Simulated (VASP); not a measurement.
# Mg (Fmmm) in VASP: single point with PBEsol

Aim: the single point of Mg with PBEsol.

Everything below comes from runs of VASP 6.6.1. Logs are shortened: lines on timing, memory, paths and dates and some standing lists are left out, and cuts for length are marked.

## 1. The cell of the first run

It takes space group Fmmm (No. 69, orthorhombic). The conventional cell has a = 3.185 Å, b = 5.275 Å, c = 11.405 Å, α = 90.00°, β = 90.00°, γ = 90.00°. Mg (site symmetry mm2) has 11 Mg at 3.05 to 3.74 Å within 4.0 Å.

## 2. Single point, PBEsol

INCAR reads:

```
  ALGO = Fast
  EDIFF = 1E-6
  ENCUT = 520
  GGA = PS
  ISIF = 2
  ISMEAR = 0
  LASPH = True
  LCHARG = False
  LREAL = False
  LWAVE = False
  NBANDS = 9
  NELM = 100
  PREC = Accurate
  SIGMA = 0.1
```

KPOINTS reads:

```
k-points
0
Gamma
  18 18 18
```

POSCAR reads:

```
Mg
1.0
    0.0000000000      2.6376894759      5.7025330995
    1.5925945011      0.0000000000      5.7025330995
    1.5925945011      2.6376894759      0.0000000000
Mg
2
Direct
    0.8662444316      0.8662444316      0.1337555684
    0.1337555684      0.1337555684      0.8662444316
```

Potentials or basis: VASP PAW PBE potentials, release 64 (Mg).

Started as:

```sh
$ cat potpaw_PBE.64/Mg/POTCAR > POTCAR
$ mpirun -np 1 vasp_std > vasp.out
```

OUTCAR:

```text
EDIFF = 1E-6
   ENCUT = 520
   GGA = PS
   ISIF = 2
   ISMEAR = 0
   LASPH = True
   LREAL = False
   NELM = 100
   PREC = Accurate

 ion  position               nearest neighbor table
   1  0.866  0.866  0.134-   2 3.05   2 3.09   2 3.09
   2  0.134  0.134  0.866-   1 3.05   1 3.09   1 3.09

  LATTYP: Found a face centered orthorhombic cell.
 ALAT       =     3.1851890022
 B/A-ratio  =     1.6562216396
 C/A-ratio  =     3.5806560274

  Lattice vectors:

 A1 = (   0.0000000000,   2.6376894759,   5.7025330995)
 A2 = (   1.5925945011,   0.0000000000,   5.7025330995)
 A3 = (   1.5925945011,   2.6376894759,   0.0000000000)

Analysis of symmetry for initial positions (statically):
=====================================================================
 Subroutine PRICEL returns:
 Original cell was already a primitive cell.

 Routine SETGRP: Setting up the symmetry group for a
 face centered orthorhombic supercell.

 Subroutine GETGRP returns: Found  8 space group operations
 (whereof  8 operations were pure point group operations)
 out of a pool of  8 trial point group operations.

The static configuration has the point symmetry D_2h.

Analysis of symmetry for dynamics (positions and initial velocities):
=====================================================================
 Subroutine PRICEL returns:
 Original cell was already a primitive cell.

 Routine SETGRP: Setting up the symmetry group for a
 face centered orthorhombic supercell.

 Subroutine GETGRP returns: Found  8 space group operations
 (whereof  8 operations were pure point group operations)
 out of a pool of  8 trial point group operations.

The dynamic configuration has the point symmetry D_2h.

 Subroutine INISYM returns: Found  8 space group operations
 (whereof  8 operations are pure point group operations),
 and found     1 'primitive' translations

----------------------------------------------------------------------------------------

                                     Primitive cell

  volume of cell :      47.9101

  direct lattice vectors                    reciprocal lattice vectors
     0.000000000  2.637689476  5.702533100    -0.313953112  0.189559842  0.087680333
     1.592594501  0.000000000  5.702533100     0.313953112 -0.189559842  0.087680333
     1.592594501  2.637689476  0.000000000     0.313953112  0.189559842 -0.087680333

  length of vectors
     6.283015957  5.920746659  3.081195063     0.377077354  0.377077354  0.377077354

  position of ions in fractional coordinates (direct lattice)
     0.866244432  0.866244432  0.133755568
     0.133755568  0.133755568  0.866244432

  ion indices of the primitive-cell ions
   primitive index   ion index
                 1           1
                 2           2

----------------------------------------------------------------------------------------

 KPOINTS: k-points

Automatic generation of k-mesh.
 Grid dimensions read from file:
 generate k-points for:   18   18   18

 Generating k-lattice:

  Cartesian coordinates                     Fractional coordinates (reciprocal lattice)
    -0.017441840  0.010531102  0.004871130     0.055555556 -0.000000000 -0.000000000
     0.017441840 -0.010531102  0.004871130     0.000000000  0.055555556  0.000000000
     0.017441840  0.010531102 -0.004871130     0.000000000  0.000000000  0.055555556

  Length of vectors
     0.020948742  0.020948742  0.020948742

  Shift w.r.t. Gamma in fractional coordinates (k-lattice)
     0.000000000  0.000000000  0.000000000

 Subroutine IBZKPT returns following result:
 ===========================================

 Found    865 irreducible k-points:

 Following reciprocal coordinates:
            Coordinates               Weight
  0.000000  0.000000  0.000000      1.000000
  0.055556 -0.000000 -0.000000      8.000000
  0.111111 -0.000000 -0.000000      8.000000
  0.166667 -0.000000  0.000000      8.000000
  0.222222  0.000000  0.000000      8.000000
  0.277778 -0.000000  0.000000      8.000000
[... 16 lines left out ...]
 -0.277778  0.055556  0.000000      8.000000
 -0.222222  0.055556 -0.000000      8.000000
 [... further k-points ...]
   k-points           NKPTS =    865   k-points in BZ     NKDIM =    865   number of bands    NBANDS=      9
   number of dos      NEDOS =    301   number of ions     NIONS =      2
   total plane-waves  NPLWV =  55296
   dimension x,y,z NGX =    48 NGY =   48 NGZ =   24
   dimension x,y,z NGXF=    96 NGYF=   96 NGZF=   48
   ions per type =               2
   NGX,Y,Z   is equivalent  to a cutoff of  12.70, 13.48, 12.95 a.u.
   NGXF,Y,Z  is equivalent  to a cutoff of  25.40, 26.96, 25.90 a.u.
 SYSTEM =  unknown system
   PREC   = accura    normal or accurate (medium, high low for compatibility)
   ISTART =      0    job   : 0-new  1-cont  2-samecut
   ICHARG =      2    charge: 1-file 2-atom 10-const
   ISPIN  =      1    spin polarized calculation?
   LNONCOLLINEAR =      F non collinear calculations
   LSORBIT =      F    spin-orbit coupling
   LASPH  =      T    aspherical Exc in radial PAW
   ENCUT  =  520.0 eV  38.22 Ry    6.18 a.u.  11.68 11.01  5.73*2*pi/ulx,y,z
   NELM   =    100;   NELMIN=  2; NELMDL= -5     # of ELM steps
   EDIFF  = 0.1E-05   stopping-criterion for ELM
   LREAL  =      F    real-space projection
   EDIFFG = 0.1E-04   stopping-criterion for IOM
   NSW    =      0    number of steps for IOM
   IBRION =     -1    ionic relax: 0-MD 1-quasi-New 2-CG
   NFREE  =      0    steps in history (QN), initial steepest desc. (CG)
   ISIF   =      2    stress and relaxation
   ISYM   =      2    0-nonsym 1-usesym 2-fastsym
   POTIM  = 0.5000    time-step for ionic-motion
   TEBEG  =    0.0;   TEEND  =   0.0 temperature during run
   PSTRESS=    0.0 pullay stress
   NELECT =       4.0000    total number of electrons
   NUPDOWN=      -1.0000    fix difference up-down
   EMIN   =  10.00;   EMAX   =-10.00  energy-range for DOS
   EFERMI =   0.00;   METHOD = LEGACY
   ISMEAR =     0;   SIGMA  =   0.10  broadening in eV -4-tet -1-fermi 0-gaus
   EFERMI_NEDOS =   21; number of points for ismear=-14 and -15
   IALGO  =     68    algorithm
   IMIX   =      4    mixing-type and parameters
     AMIX     =   0.40;   BMIX     =  1.00
     AMIX_MAG =   1.60;   BMIX_MAG =  1.00
  volume/ion in A,a.u.               =      23.96       161.66
  Fermi-wavevector in a.u.,A,eV,Ry     =   0.715516  1.352129  6.965679  0.511963
  Thomas-Fermi vector in A             =   1.803697
   LORBIT       =      0    0 simple, 1 ext, 2 COOP (PROOUT), +10 PAW based schemes
   GGA     = PS    functional components
   LHFCALC =     F    Hartree Fock is set to
   AEXX    =    0.0000 exact exchange contribution
   IVDW    =     0    specifies the selected vdW correction
   LEPSILON=     F    determine dielectric tensor
   LRPA    =     F    only Hartree local field effects (RPA)
 non-spin polarized calculation
 RMM-DIIS sequential band-by-band and
 Gauss-broadening in eV      SIGMA  =   0.10
  energy-cutoff  :      520.00
  volume of cell :       47.91
 maximum number of plane-waves:      1310
   NGX = 23   NGY = 21   NGZ = 11

 number of electron       4.0000000 magnetization

 Free energy of the ion-electron system (eV)
  ---------------------------------------------------
  ext. energy  EPLUGINS =         0.00000000
  ---------------------------------------------------
  free energy    TOTEN  =        -3.16142893 eV

  energy without entropy =       -3.15688328  energy(sigma->0) =       -3.15915611

 E-fermi :   2.3448     XC(G=0):  -8.3875

 val. band max:        2.3416671817   @ k =   0.2222  -0.2778   0.1111
 cond. band min:       2.3449151542   @ k =  -0.3333   0.0000   0.2222
 fundamental gap:      0.0032479725
 Fermi energy:         2.3448168429

 k-point     1 :       0.0000    0.0000    0.0000
  band No.  band energies     occupation
      1      -4.4138      2.00000
      2       0.0815      2.00000
      3       0.2458      2.00000
      4      12.0007      0.00000
      5      13.2126      0.00000
      6      14.3584      0.00000
      7      14.9691      0.00000
      8      14.9916      0.00000
      9      15.0695      0.00000

 k-point     2 :       0.0556   -0.0000   -0.0000
  band No.  band energies     occupation
      1      -4.3478      2.00000
      2      -0.0314      2.00000
      3       0.4848      2.00000
      4      11.8366      0.00000
      5      13.1884      0.00000
      6      13.3916      0.00000
      7      13.8681      0.00000
      8      14.3804      0.00000
      9      14.5410      0.00000

 k-point     3 :       0.1111   -0.0000   -0.0000
  band No.  band energies     occupation
      1      -4.1498      2.00000
      2      -0.0799      2.00000
      3       0.9104      2.00000
      4      11.2323      0.00000
      5      11.6286      0.00000
      6      12.3774      0.00000
      7      13.4915      0.00000
      8      13.7940      0.00000
      9      13.9243      0.00000

 k-point     4 :       0.1667   -0.0000    0.0000
  band No.  band energies     occupation
      1      -3.8209      2.00000
      2      -0.0061      2.00000
      3       1.4623      2.00000
      4       9.6109      0.00000
      5      10.3761      0.00000
      6      11.6421      0.00000
      7      12.8609      0.00000
      8      13.3541      0.00000
      9      13.8343      0.00000
[... 205 lines left out ...]
 k-point    22 :      -0.3333    0.0556    0.0000
  band No.  band energies     occupation
      1      -1.3110      2.00000
      2       1.8910      2.00000
      3       3.3214      0.00000
      4       4.5532      0.00000
      5       4.8790      0.00000
      6      10.2737      0.00000
      7      10.9504      0.00000
      8      11.4154      0.00000
      9      12.8003      0.00000

 k-point    23 :      -0.2778    0.0556    0.0000
  band No.  band energies     occupation
      1      -2.1318      2.00000
      2       1.3686      2.00000
      3       3.2188      0.00000
      4       5.0561      0.00000
      5       6.0277      0.00000
      6      10.8893      0.00000
      7      11.3962      0.00000
      8      11.9854      0.00000
      9      13.1688      0.00000

 k-point    24 :      -0.2222    0.0556   -0.0000
  band No.  band energies     occupation
      1      -2.8304      2.00000
      2       0.9444      2.00000
      3       2.3844      0.57586
      4       6.4983      0.00000
      5       7.3210      0.00000
      6      11.2729      0.00000
      7      11.8526      0.00000
      8      12.4396      0.00000
      9      13.7387      0.00000

 [... further k-points ...]
[... 5 lines left out ...]
  --------------------------------------------------------------------------------------
  -------------------------------------------------------------------------------------
  Total       -0.0092485     -0.0119712     -0.0116977      0.0000000      0.0000000      0.0000000
  in kB       -0.3092823     -0.4003326     -0.3911876      0.0000000      0.0000000      0.0000000
  external PRESSURE =      -0.3669341 kB  Pullay stress =       0.0000000 kB

 VOLUME and BASIS-vectors are now :
 -----------------------------------------------------------------------------
  energy-cutoff  :      520.00
  volume of cell :       47.91
      direct lattice vectors                 reciprocal lattice vectors
     0.000000000  2.637689476  5.702533100    -0.313953112  0.189559842  0.087680333
     1.592594501  0.000000000  5.702533100     0.313953112 -0.189559842  0.087680333
     1.592594501  2.637689476  0.000000000     0.313953112  0.189559842 -0.087680333

 POSITION                                       TOTAL-FORCE (eV/Angst)
 -----------------------------------------------------------------------------------
      1.59259      2.63769      9.87958         0.000000      0.000000      0.000607
      1.59259      2.63769      1.52549         0.000000      0.000000     -0.000607
 -----------------------------------------------------------------------------------
    total drift:                               -0.000000      0.000000     -0.000000

  FREE ENERGIE OF THE ION-ELECTRON SYSTEM (eV)
  ---------------------------------------------------
  free  energy   TOTEN  =        -3.1614289322 eV

  energy  without entropy=       -3.1568832848  energy(sigma->0) =       -3.15915611
```

Wall time 2.5 min (1 thread of Intel Xeon 6975P-C (Granite Rapids), shared host); peak memory 0.51 GiB.

What came out:

- Free energy: -3.1614 eV
- Pressure: 0.0 GPa
- Band gap on the k mesh: zero (bands 2 and 3 overlap by 3.52 eV)

Levels at points of the mesh, in eV from the Fermi level:
```csv
k point,band 1,band 2,band 3,band 4,band 5,band 6
"(0.00, 0.00, 0.00)",-6.76,-2.26,-2.10,9.66,10.87,12.01
"(0.50, 0.00, 0.00)",-1.67,-1.46,0.40,1.14,4.76,5.22
"(0.50, 0.50, 0.00)",-5.87,-5.30,3.13,3.31,11.28,12.10
"(0.50, 0.00, 0.50)",-1.66,-1.27,2.18,2.65,3.24,3.64
"(0.00, 0.50, 0.50)",-0.86,-0.40,-0.29,0.16,6.58,7.12
```

Caveat: the PAW data sets were made with another functional, which shifts forces and pressure a little.
